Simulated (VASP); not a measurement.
Cu3O2:

```
Cu O
1.0
     3.56604    0.00000    0.00000
     0.00000    3.56604    0.00000
     0.00000    0.00000    5.07223
Cu O
3 2
Direct
  0.50000 0.50000 0.50000
  0.50000 0.50000 0.00000
  0.00000 0.00000 0.50000
  0.00000 0.00000 0.16561
  0.00000 0.00000 0.83439
```

The cell was generated, and may not be a known phase.

```yaml
Program: VASP 6.6.1
Task: relaxation of cell and atoms
Functional: PBE
Potentials_or_basis: VASP PAW PBE potentials, release 64 (Cu, O)
Cutoff: 600 eV
k_mesh: 6 × 6 × 4
Occupations: gaussian, width 0.1 eV
Spin: collinear spin
Starting_moments: "[1.0, 1.0, 1.0, 0.0, 0.0] μB"
```

At the start: pressure 5.8 GPa; volume 12.90 Å³/atom.

Problem. How do energy, volume and symmetry change on relaxing?

Solution. Over 10 steps the energy falls by 374.9 meV/atom and the volume is 12.11 Å³/atom (-6.1 %); space group P4/mmm (No. 123, to 0.1 Å) before and after; moment 0.00 μB per cell.

Step by step:
| step | energy change (eV) | largest force (eV/Å) | pressure (GPa) | volume (Å³) |
| --- | --- | --- | --- | --- |
| 1 | 0.0000 | 0.2274 | 5.76 | 64.50 |
| 2 | -0.8612 | 2.2876 | -11.23 | 68.22 |
| 3 | -0.8703 | 2.0224 | -9.48 | 67.66 |
| 4 | -1.6833 | 1.8922 | -4.18 | 61.66 |
| 5 | -1.8107 | 1.1352 | -0.41 | 59.40 |
| 6 | -1.8165 | 0.8685 | 1.33 | 58.63 |
| 7 | -1.8476 | 0.6301 | 3.88 | 59.19 |
| 8 | -1.8618 | 0.0413 | 2.78 | 59.00 |
| 9 | -1.8739 | 0.0528 | -0.53 | 60.86 |
| 10 | -1.8744 | 0.0385 | -0.06 | 60.55 |

Final structure:
```
Cu O
1.0
     3.20867    0.00000    0.00000
     0.00000    3.20867    0.00000
     0.00000    0.00000    5.88122
Cu O
3 2
Direct
  0.50000 0.50000 0.50000
  0.50000 0.50000 0.00000
  0.00000 0.00000 0.50000
  0.00000 0.00000 0.19992
  0.00000 0.00000 0.80008
```

Caveat: a cell axis changed by over 15 % at a fixed basis, so the end point is rough.
